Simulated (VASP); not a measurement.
**CdTeF6: single point with PBE**

The system is CdTeF6.

```
Cd Te F
1.0
     0.00000    4.34630    4.34630
     4.34630    0.00000    4.34630
     4.34630    4.34630    0.00000
Cd Te F
1 1 6
Direct
  0.00000 0.00000 0.00000
  0.50000 0.50000 0.50000
  0.74029 0.25971 0.25971
  0.25971 0.74029 0.74029
  0.25971 0.74029 0.25971
  0.74029 0.25971 0.74029
  0.25971 0.25971 0.74029
  0.74029 0.74029 0.25971
```

The cell was generated, and may not be a known phase.

| Property | Result |
| --- | --- |
| Program | VASP 6.6.1 |
| Task | single point |
| Functional | PBE |
| Potentials or basis | VASP PAW PBE potentials, release 64 (Cd, Te, F) |
| Cutoff | 520 eV |
| k mesh | 4 × 4 × 4 |
| Occupations | gaussian, width 0.1 eV |
| Spin | no spin polarisation |
| Dipole correction | no |
| Further INCAR settings | ALGO = Normal; EDIFF = 1e-06; NBANDS = 40 |

```json
{
  "Pressure": "-0.2 GPa",
  "Largest force": "0.100 eV/Å",
  "Band gap on the k mesh": "2.73 eV (least direct gap 3.47 eV)"
}
```

Forces on the atoms (eV/Å):
```
Cd   0.000  0.000  0.000
Te   0.000  0.000  0.000
F    0.100  0.000  0.000
F   -0.100  0.000  0.000
F    0.000  0.100  0.000
F    0.000 -0.100  0.000
F    0.000  0.000  0.100
F    0.000  0.000 -0.100
```

Levels at points of the mesh, in eV from the valence-band top:
```
           k point  band 28  band 29  band 30  band 31  band 32  band 33
(0.00, 0.00, 0.00)    -2.38    -2.38    -2.10     4.28     4.28     4.28
(0.50, 0.00, 0.00)    -2.58    -2.52    -0.74     2.73     4.98     4.98
(0.50, 0.50, 0.00)    -2.56    -2.38     0.00     4.50     4.50     4.63
```

It took 72 s on 1 thread of Oxide Virtual Turin-like Processor, with other jobs on the host, peak memory 0.3 GiB.

Caveat: spin-orbit coupling is left out, which moves the levels of the heavy elements. A k mesh can miss the band edges.
